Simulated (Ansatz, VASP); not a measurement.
# CoO in VASP and in Ansatz

```
CELL_PARAMETERS angstrom
-1.50800 1.50800 2.10725
1.50800 -1.50800 2.10725
1.50800 1.50800 -2.10725
ATOMIC_POSITIONS crystal
Co 0.00000 0.00000 0.00000
O 0.50000 0.50000 0.00000
```

Alike in both runs: task single point; functional PBE; k mesh 12 × 12 × 12; occupations gaussian, width 0.02 eV; collinear spin; Hubbard terms Co d U = 3.32 eV.

```csv
,VASP,Ansatz
version,VASP 6.6.1,Ansatz 0.2.0
potentials or method,"VASP PAW PBE potentials, release 64 (Co, O), cutoff 520 eV","scalar-relativistic, plane waves, PAW"
valence electrons in the cell,15,23
```

Ansatz gave:

| Item | Value |
| --- | --- |
| pressure (GPa) | 10.4 |
| traceless stress, the component that is largest in VASP (GPa) | 1.52 |
| net moment per atom (μB) | 1.50 |
| size of the moment on the site where the two differ most (μB) | 2.59 |

Task: Estimate VASP's values.

Result: Pressure (GPa): 0.6; traceless stress, the component that is largest in VASP (GPa): -5.16; net moment per atom (μB): 1.50; size of the moment on the site where the two differ most (μB): 2.74.

Site moments also hang on the region over which each program counts them. The programs project onto different local orbitals, so the same U acts differently, and such runs can settle in different states. VASP's potentials hold 15 valence electrons a cell and Ansatz's 23, so a difference there can come from the potentials and not from the codes. Ansatz's warnings: minimisation memory short, reached outside group, stability check not made.
